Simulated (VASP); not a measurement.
# LiCr4FeO8 (F-43m) in VASP: single point with PBE+U

Aim: the single point of LiCr4FeO8 with PBE+U.

Program: VASP 6.6.1. These are calculated values, not measurements. Logs are shortened: lines on timing, memory, paths and dates and some standing lists are left out, and cuts for length are marked.

### 1 The cell of the first run

Symmetry: F-43m, No. 216, cubic system. The conventional cell has a = 8.276 Å, b = 8.276 Å, c = 8.276 Å, α = 90.00°, β = 90.00°, γ = 90.00°. Li (site symmetry -43m) has 4 O at 1.95 Å within 2.6 Å. Cr (site symmetry 3m) has 6 O at 1.98 Å within 2.6 Å. Within 2.6 Å of Fe (site symmetry -43m) lie 4 O at 1.96 Å. O (site symmetry 3m) has 1 Li at 1.95 Å and 3 Cr at 1.98 Å and 3 O at 2.66 Å within 2.7 Å. Within 2.7 Å of O (site symmetry 3m) lie 1 Fe at 1.96 Å and 3 Cr at 1.98 Å and 3 O at 2.64 Å.

### 2 Single point, PBE+U, collinear spin, ferromagnetic start

Input file INCAR:

```
ALGO = Normal
EDIFF = 1E-6
ENCUT = 520
GGA = PE
ISIF = 2
ISMEAR = 0
ISPIN = 2
LASPH = T
LCHARG = T
LDAU = T
LDAUJ = 0 0 0 0
LDAUL = -1 2 2 -1
LDAUPRINT = 1
LDAUTYPE = 2
LDAUU = 0 3.7 4 0
LELF = T
LMAXMIX = 4
LORBIT = 11
LREAL = F
LVHAR = T
LWAVE = F
MAGMOM = 0 3 3 3 3 5 0 0 0 0 0 0 0 0
NBANDS = 70
NELM = 150
PREC = Accurate
SIGMA = 0.05
```

Input file KPOINTS:

```
k-points
0
Gamma
  3 3 3
```

Input file POSCAR:

```
LiCr4FeO8
1.0
    0.0000000000      4.1382000000      4.1382000000
    4.1382000000      0.0000000000      4.1382000000
    4.1382000000      4.1382000000      0.0000000000
Li Cr Fe O
1 4 1 8
Direct
    0.0000000000      0.0000000000      0.0000000000
    0.6251853300      0.6251853300      0.6251853300
    0.6251853300      0.6251853300      0.1244440000
    0.6251853300      0.1244440000      0.6251853300
    0.1244440000      0.6251853300      0.6251853300
    0.2500000000      0.2500000000      0.2500000000
    0.8637990000      0.8637990000      0.8637990000
    0.8637990000      0.8637990000      0.4086030000
    0.8637990000      0.4086030000      0.8637990000
    0.4086030000      0.8637990000      0.8637990000
    0.3870706700      0.3870706700      0.3870706700
    0.3870706700      0.3870706700      0.8387880000
    0.3870706700      0.8387880000      0.3870706700
    0.8387880000      0.3870706700      0.3870706700
```

Potentials or basis: VASP PAW PBE potentials, release 64 (Li_sv, Cr_pv, Fe, O).

Command:

```sh
$ cat potpaw_PBE.64/Li_sv/POTCAR potpaw_PBE.64/Cr_pv/POTCAR potpaw_PBE.64/Fe/POTCAR potpaw_PBE.64/O/POTCAR > POTCAR
$ mpirun -np 1 vasp_std > vasp.out
```

OUTCAR:

```text
EDIFF = 1E-6
   ENCUT = 520
   GGA = PE
   ISIF = 2
   ISMEAR = 0
   ISPIN = 2
   LASPH = T
   LORBIT = 11
   LREAL = F
   NELM = 150
   PREC = Accurate

 ion  position               nearest neighbor table
   1  0.000  0.000  0.000-   7 1.95   8 1.95   9 1.95  10 1.95
   2  0.625  0.625  0.625-  12 1.98  13 1.98  14 1.98   8 1.98   9 1.98  10 1.98   3 2.92   4 2.92
                             5 2.92   3 2.93   4 2.93   5 2.93
   3  0.625  0.625  0.124-  11 1.98  13 1.98  14 1.98  10 1.98   9 1.98   7 1.98   2 2.92   4 2.92
                             5 2.92   2 2.93   4 2.93   5 2.93
   4  0.625  0.124  0.625-  11 1.98  12 1.98  14 1.98  10 1.98   8 1.98   7 1.98   2 2.92   3 2.92
                             5 2.92   3 2.93   2 2.93   5 2.93
   5  0.124  0.625  0.625-  11 1.98  12 1.98  13 1.98   9 1.98   8 1.98   7 1.98   2 2.92   3 2.92
                             4 2.92   2 2.93   3 2.93   4 2.93
   6  0.250  0.250  0.250-  12 1.96  13 1.96  14 1.96  11 1.96
   7  0.864  0.864  0.864-   1 1.95   4 1.98   5 1.98   3 1.98
   8  0.864  0.864  0.409-   1 1.95   4 1.98   5 1.98   2 1.98
   9  0.864  0.409  0.864-   1 1.95   3 1.98   5 1.98   2 1.98
  10  0.409  0.864  0.864-   1 1.95   3 1.98   4 1.98   2 1.98
  11  0.387  0.387  0.387-   6 1.96   4 1.98   5 1.98   3 1.98
  12  0.387  0.387  0.839-   6 1.96   2 1.98   5 1.98   4 1.98
  13  0.387  0.839  0.387-   6 1.96   2 1.98   3 1.98   5 1.98
  14  0.839  0.387  0.387-   6 1.96   2 1.98   3 1.98   4 1.98

  LATTYP: Found a face centered cubic cell.
 ALAT       =     8.2764000000

  Lattice vectors:

 A1 = (   0.0000000000,   4.1382000000,   4.1382000000)
 A2 = (   4.1382000000,   0.0000000000,   4.1382000000)
 A3 = (   4.1382000000,   4.1382000000,   0.0000000000)

Analysis of symmetry for initial positions (statically):
=====================================================================
 Subroutine PRICEL returns:
 Original cell was already a primitive cell.

 Routine SETGRP: Setting up the symmetry group for a
 face centered cubic supercell.

 Subroutine GETGRP returns: Found 24 space group operations
 (whereof 24 operations were pure point group operations)
 out of a pool of 48 trial point group operations.

The static configuration has the point symmetry T_d .

Analysis of symmetry for dynamics (positions and initial velocities):
=====================================================================
 Subroutine PRICEL returns:
 Original cell was already a primitive cell.

 Routine SETGRP: Setting up the symmetry group for a
 face centered cubic supercell.

 Subroutine GETGRP returns: Found 24 space group operations
 (whereof 24 operations were pure point group operations)
 out of a pool of 48 trial point group operations.

The dynamic configuration has the point symmetry T_d .

Analysis of structural, dynamic, and magnetic symmetry:
=====================================================================
 Subroutine PRICEL returns:
 Original cell was already a primitive cell.

 Routine SETGRP: Setting up the symmetry group for a
 face centered cubic supercell.

 Subroutine GETGRP returns: Found 24 space group operations
 (whereof 24 operations were pure point group operations)
 out of a pool of 48 trial point group operations.

The overall configuration has the point symmetry T_d .

 Subroutine INISYM returns: Found 24 space group operations
 (whereof 24 operations are pure point group operations),
 and found     1 'primitive' translations

----------------------------------------------------------------------------------------

                                     Primitive cell

[... 130 lines left out ...]
  energy-cutoff  :      520.00
  volume of cell :      141.73
 maximum number of plane-waves:      3856
 NGX is ok and might be reduce to    48
   NGX = 21   NGY = 21   NGZ = 21

atom =   2  type =  2  l = 2

 onsite density matrix

spin component  1
[... 149 lines left out ...]
  o =  0.0854  v =  0.0000  0.0000  0.0000  0.0000  0.0000  0.0000 -0.0000  0.9865  0.0000  0.1635      0.0000  0.0000  0.0000  0.0000  0.0000  0.0000  0.0000  0.0000  0.0000  0.0000
  o =  0.0854  v =  0.0000  0.0000  0.0000  0.0000  0.0000  0.0000  0.0000 -0.1635  0.0000  0.9865      0.0000  0.0000  0.0000  0.0000  0.0000  0.0000  0.0000  0.0000  0.0000  0.0000
  o =  0.2019  v =  0.0000  0.0000  0.0000  0.0000  0.0000  0.0000 -0.0913  0.0000 -0.9958  0.0000      0.0000  0.0000  0.0000  0.0000  0.0000  0.0000  0.0000  0.0000  0.0000  0.0000
  o =  0.2019  v =  0.0000  0.0000  0.0000  0.0000  0.0000  1.0000  0.0000  0.0000  0.0000  0.0000      0.0000  0.0000  0.0000  0.0000  0.0000  0.0000  0.0000  0.0000  0.0000  0.0000
  o =  0.2019  v =  0.0000  0.0000  0.0000  0.0000  0.0000  0.0000 -0.9958  0.0000  0.0913  0.0000      0.0000  0.0000  0.0000  0.0000  0.0000  0.0000  0.0000  0.0000  0.0000  0.0000
  o =  0.9777  v =  0.0000 -0.0000 -0.1080 -0.0000  0.9941  0.0000  0.0000  0.0000  0.0000  0.0000      0.0000  0.0000  0.0000  0.0000  0.0000  0.0000  0.0000  0.0000  0.0000  0.0000
  o =  0.9777  v =  0.0000  0.0000  0.9941  0.0000  0.1080  0.0000  0.0000  0.0000  0.0000  0.0000      0.0000  0.0000  0.0000  0.0000  0.0000  0.0000  0.0000  0.0000  0.0000  0.0000
  o =  1.0064  v =  0.0000 -0.9993  0.0000  0.0377  0.0000  0.0000  0.0000  0.0000  0.0000  0.0000      0.0000  0.0000  0.0000  0.0000  0.0000  0.0000  0.0000  0.0000  0.0000  0.0000
  o =  1.0064  v =  1.0000  0.0000  0.0000  0.0000  0.0000  0.0000  0.0000  0.0000  0.0000  0.0000      0.0000  0.0000  0.0000  0.0000  0.0000  0.0000  0.0000  0.0000  0.0000  0.0000
  o =  1.0064  v =  0.0000  0.0377 -0.0000  0.9993 -0.0000  0.0000  0.0000  0.0000  0.0000  0.0000      0.0000  0.0000  0.0000  0.0000  0.0000  0.0000  0.0000  0.0000  0.0000  0.0000

 number of electron     107.0000037 magnetization      17.0000051

 Free energy of the ion-electron system (eV)
  ---------------------------------------------------
  ext. energy  EPLUGINS =         0.00000000
  ---------------------------------------------------
  free energy    TOTEN  =      -103.41078178 eV

  energy without entropy =     -103.41078178  energy(sigma->0) =     -103.41078178

 E-fermi :   5.0643     XC(G=0): -11.3583

 val. band max:        4.8291470999   @ k =  -0.3333   0.3333   0.0000
 cond. band min:       5.3710054205   @ k =   0.3333   0.3333   0.0000
 fundamental gap:      0.5418583207
 Fermi energy:         5.0643425923

 spin component 1

 k-point     1 :       0.0000    0.0000    0.0000
  band No.  band energies     occupation
      1     -38.8035      1.00000
      2     -38.6617      1.00000
      3     -38.6617      1.00000
      4     -38.6616      1.00000
      5     -38.5934      1.00000
      6     -38.5932      1.00000
[... 261 lines left out ...]
     64       8.5237      0.00000
     65       8.6084      0.00000
 Fermi energy:         5.0643425923

 spin component 2

 k-point     1 :       0.0000    0.0000    0.0000
  band No.  band energies     occupation
      1     -37.6922      1.00000
      2     -35.8589      1.00000
      3     -35.6694      1.00000
      4     -35.6693      1.00000
      5     -35.6693      1.00000
      6     -35.5569      1.00000
[... 261 lines left out ...]
     64      10.3560      0.00000
     65      10.5577      0.00000
 [bands above 65 left out]

------------------------ aborting loop because EDIFF is reached ----------------------------------------

  FORCE on cell =-STRESS in cart. coord.  units (eV):
  Direction    XX          YY          ZZ          XY          YZ          ZX
  --------------------------------------------------------------------------------------
  -------------------------------------------------------------------------------------
  Total       10.7665508     10.7665508     10.7665508      0.0000000      0.0000000      0.0000000
  in kB      121.7090156    121.7090156    121.7090156      0.0000000      0.0000000      0.0000000
  external PRESSURE =     121.7090156 kB  Pullay stress =       0.0000000 kB

 VOLUME and BASIS-vectors are now :
 -----------------------------------------------------------------------------
  energy-cutoff  :      520.00
  volume of cell :      141.73
      direct lattice vectors                 reciprocal lattice vectors
     0.000000000  4.138200000  4.138200000    -0.120825480  0.120825480  0.120825480
     4.138200000  0.000000000  4.138200000     0.120825480 -0.120825480  0.120825480
     4.138200000  4.138200000  0.000000000     0.120825480  0.120825480 -0.120825480

 POSITION                                       TOTAL-FORCE (eV/Angst)
 -----------------------------------------------------------------------------------
      0.00000      0.00000      0.00000        -0.000000      0.000000     -0.000000
      5.17428      5.17428      5.17428         1.301829      1.301829      1.301829
      3.10212      3.10212      5.17428        -1.301829     -1.301829      1.301829
      3.10212      5.17428      3.10212        -1.301829      1.301829     -1.301829
      5.17428      3.10212      3.10212         1.301829     -1.301829     -1.301829
      2.06910      2.06910      2.06910        -0.000000      0.000000     -0.000000
      7.14915      7.14915      7.14915         0.193648      0.193648      0.193648
      5.26545      5.26545      7.14915        -0.193648     -0.193648      0.193648
      5.26545      7.14915      5.26545        -0.193648      0.193648     -0.193648
      7.14915      5.26545      5.26545         0.193648     -0.193648     -0.193648
      3.20355      3.20355      3.20355        -1.297222     -1.297222     -1.297222
      5.07285      5.07285      3.20355         1.297222      1.297222     -1.297222
      5.07285      3.20355      5.07285         1.297222     -1.297222      1.297222
      3.20355      5.07285      5.07285        -1.297222      1.297222      1.297222
 -----------------------------------------------------------------------------------
    total drift:                               -0.000039     -0.000039     -0.000039

  FREE ENERGIE OF THE ION-ELECTRON SYSTEM (eV)
  ---------------------------------------------------
  free  energy   TOTEN  =      -103.4107817817 eV

  energy  without entropy=     -103.4107817817  energy(sigma->0) =     -103.41078178

 total charge

# of ion       s       p       d       tot
------------------------------------------
    1        2.027   0.063   0.000   2.090
    2        0.315   6.376   4.069  10.760
    3        0.315   6.376   4.069  10.760
    4        0.315   6.376   4.069  10.760
    5        0.315   6.376   4.069  10.760
    6        0.382   0.481   5.730   6.593
    7        1.558   3.503   0.000   5.061
    8        1.558   3.503   0.000   5.061
    9        1.558   3.503   0.000   5.061
   10        1.558   3.503   0.000   5.061
   11        1.557   3.539   0.000   5.096
   12        1.557   3.539   0.000   5.096
   13        1.557   3.539   0.000   5.096
   14        1.557   3.539   0.000   5.096
--------------------------------------------------
tot         16.127  54.218  22.004  92.349

 magnetization (x)

# of ion       s       p       d       tot
------------------------------------------
    1        0.001   0.002   0.000   0.004
    2        0.031   0.034   2.901   2.966
    3        0.031   0.034   2.901   2.966
    4        0.031   0.034   2.901   2.966
    5        0.031   0.034   2.901   2.966
    6        0.033   0.074   4.194   4.301
    7       -0.002  -0.018   0.000  -0.020
    8       -0.002  -0.018   0.000  -0.020
    9       -0.002  -0.018   0.000  -0.020
   10       -0.002  -0.018   0.000  -0.020
   11        0.003   0.108   0.000   0.111
   12        0.003   0.108   0.000   0.111
   13        0.003   0.108   0.000   0.111
   14        0.003   0.108   0.000   0.111
--------------------------------------------------
tot          0.163   0.572  15.798  16.534
```

Wall time 2.5 min (1 thread of Intel Xeon 6975P-C (Granite Rapids), shared host); peak memory 0.43 GiB.

What came out:

| Property | Result |
| --- | --- |
| Free energy | -103.4108 eV |
| Largest force | 2.255 eV/Å |
| Band gap on the k mesh | 0.54 eV (least direct gap 0.56 eV) |
| Net moment | 17.00 μB per cell |
| Site moments | Li +0.00; Cr +2.97; Fe +4.30; O -0.02, +0.11 (each value once) μB |
| Valence electrons inside the program's atomic spheres | Li 2.09; Cr 10.76; Fe 6.59; O 5.06, 5.10 (each value once) |

Forces in eV/Å, atoms in the order of the input:
```
Li   0.000  0.000  0.000
Cr   1.302  1.302  1.302
Cr  -1.302 -1.302  1.302
Cr  -1.302  1.302 -1.302
Cr   1.302 -1.302 -1.302
Fe   0.000  0.000  0.000
O    0.194  0.194  0.194
O   -0.194 -0.194  0.194
O   -0.194  0.194 -0.194
O    0.194 -0.194 -0.194
O   -1.297 -1.297 -1.297
O    1.297  1.297 -1.297
O    1.297 -1.297  1.297
O   -1.297  1.297  1.297
```

Levels at points of the mesh, in eV from the valence-band top:
Spin up:
| k point | band 58 | band 59 | band 60 | band 61 | band 62 | band 63 | band 64 | band 65 | band 66 | band 67 |
| --- | --- | --- | --- | --- | --- | --- | --- | --- | --- | --- |
| (0.00, 0.00, 0.00) | -0.88 | -0.74 | -0.50 | -0.50 | -0.50 | 4.22 | 4.24 | 4.24 | 4.25 | 4.36 |
Spin down:
| k point | band 42 | band 43 | band 44 | band 45 | band 46 | band 47 | band 48 | band 49 |
| --- | --- | --- | --- | --- | --- | --- | --- | --- |
| (0.00, 0.00, 0.00) | -1.86 | -1.18 | -1.18 | -1.18 | 0.55 | 0.55 | 1.05 | 1.05 |

Eigenvalues of the final occupation matrices:
```
    site  spin  trace               eigenvalues
site 2 d     1   3.50  0.32 0.32 0.96 0.96 0.96
site 2 d     2   0.60  0.05 0.05 0.05 0.22 0.22
site 3 d     1   3.50  0.32 0.32 0.96 0.96 0.96
site 3 d     2   0.60  0.05 0.05 0.05 0.22 0.22
site 4 d     1   3.50  0.32 0.32 0.96 0.96 0.96
site 4 d     2   0.60  0.05 0.05 0.05 0.22 0.22
site 5 d     1   3.50  0.32 0.32 0.96 0.96 0.96
site 5 d     2   0.60  0.05 0.05 0.05 0.22 0.22
site 6 d     1   4.97  0.98 0.98 1.01 1.01 1.01
site 6 d     2   0.78  0.09 0.09 0.20 0.20 0.20
```

Caveat: the k points lie up to 0.44 Å⁻¹ apart; the cutoff is under 1.25 times the usual one of these potentials, so pressure, stress and relaxed cells hold a basis-set (Pulay) error; semilocal functionals underestimate gaps, and a narrow one can read as zero; an odd mesh through Γ misses points on the zone boundary, where band edges can lie; the run started ferromagnetic, and an antiferromagnetic order may lie lower in energy; forces of over 1 eV/Å act on the atoms, so gaps and moduli don't describe the material at rest.
